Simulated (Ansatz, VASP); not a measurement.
**SrZn2N2: VASP beside Ansatz**

```
Sr Zn N
1.0
    -3.26162    3.26162    3.59889
     3.26162   -3.26162    3.59889
     3.26162    3.26162   -3.59889
Sr Zn N
2 4 4
Direct
  0.25000 0.25000 0.00000
  0.75000 0.75000 0.00000
  0.86746 0.36746 0.23492
  0.13254 0.63254 0.76508
  0.36746 0.13254 0.50000
  0.63254 0.86746 0.50000
  0.33422 0.83422 0.16844
  0.66578 0.16578 0.83156
  0.83422 0.66578 0.50000
  0.16578 0.33422 0.50000
```

Alike in both runs: functional PBEsol; k mesh 8 × 8 × 8; occupations gaussian, width 0.01 eV; no spin polarisation.

Ansatz relaxed the structure, and its values are those at the end. VASP's run is a single point on that final structure, the one shown.

|  | VASP | Ansatz |
| --- | --- | --- |
| version | VASP 6.6.1 | Ansatz 0.2.0 |
| potentials or method | VASP PAW PBE potentials, release 64 (Sr_sv, Zn, N), cutoff 520 eV | scalar-relativistic, plane waves, PAW |
| valence electrons in the cell | 88 | 88 |

VASP gave:

| Property | Result |
| --- | --- |
| gap on the k mesh at the Fermi level (eV) | 0.51 |
| least direct gap on the mesh (eV) | 0.51 |
| pressure (GPa) | 0.7 |

**Question.** Which values does Ansatz return?

**Answer.** gap on the k mesh at the Fermi level (eV): 0.48; least direct gap on the mesh (eV): 0.48; pressure (GPa): 0.0.

VASP's potentials were made for PBE, not for PBEsol.
